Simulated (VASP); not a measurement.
Input of a VASP 6.6.1 run:

Contents of INCAR:

```
SYSTEM = NbIn2Se3
PREC     = Accurate       ! precision mode
ENCUT    = 520            ! plane-wave cutoff, eV
EDIFF    = 1E-7           ! SCF threshold, eV
ISMEAR   = 0              ! smearing method
SIGMA    = 0.2            ! smearing width, eV
LREAL    = .FALSE.        ! projectors in reciprocal space
LASPH    = .TRUE.         ! aspherical terms in the spheres
NELM     = 60             ! most SCF steps
ALGO     = Normal         ! electronic algorithm
ISIF     = 2              ! what is computed and relaxed
LWAVE    = .FALSE.        ! write WAVECAR
LCHARG   = .TRUE.         ! write CHGCAR
GGA      = PE             ! functional
LELF     = .TRUE.         ! ELF
LVHAR    = .TRUE.       
NBANDS   = 69             ! bands
```

Contents of KPOINTS:

```
Automatic mesh
0
G
  6 6 1
  0 0 0
```

The input POSCAR:

```
NbIn2Se3
1.0
    3.6706847107      0.0000000000      0.0000000000
   -1.8353423553      3.1789062087      0.0000000000
    0.0000000000      0.0000000000     25.2391247689
Nb In Se
2 4 6
Direct
    0.0000000000      0.0000000000      0.0000000000
    0.0000000000      0.0000000000      0.5000000000
    0.6666666667      0.3333333333      0.3275917174
    0.6666666667      0.3333333333      0.8275917174
    0.6666666667      0.3333333333      0.1724082826
    0.6666666667      0.3333333333      0.6724082826
    0.3333333333      0.6666666667      0.4363959216
    0.3333333333      0.6666666667      0.9363959216
    0.3333333333      0.6666666667      0.0636040784
    0.3333333333      0.6666666667      0.5636040784
    0.0000000000      0.0000000000      0.2500000000
    0.0000000000      0.0000000000      0.7500000000
```

Potentials or basis: VASP PAW PBE potentials, release 64 (Nb_sv, In_d, Se).

Run with:

```bash
$ cat potpaw_PBE.64/Nb_sv/POTCAR potpaw_PBE.64/In_d/POTCAR potpaw_PBE.64/Se/POTCAR > POTCAR
$ mpirun -np 1 vasp_std > vasp.out
```

(1) What does it give for the pressure?

(2) What does it give for the band gap on the k mesh?

(3) Estimate the largest force.

Answers

(1) 0.1 GPa.

(2) zero (band 57 reaches 6.81 eV, above the bottom of band 58 at 5.32 eV).

(3) 0.016 eV/Å.

Caveat: spin-orbit coupling is left out, which moves the levels of the heavy elements.
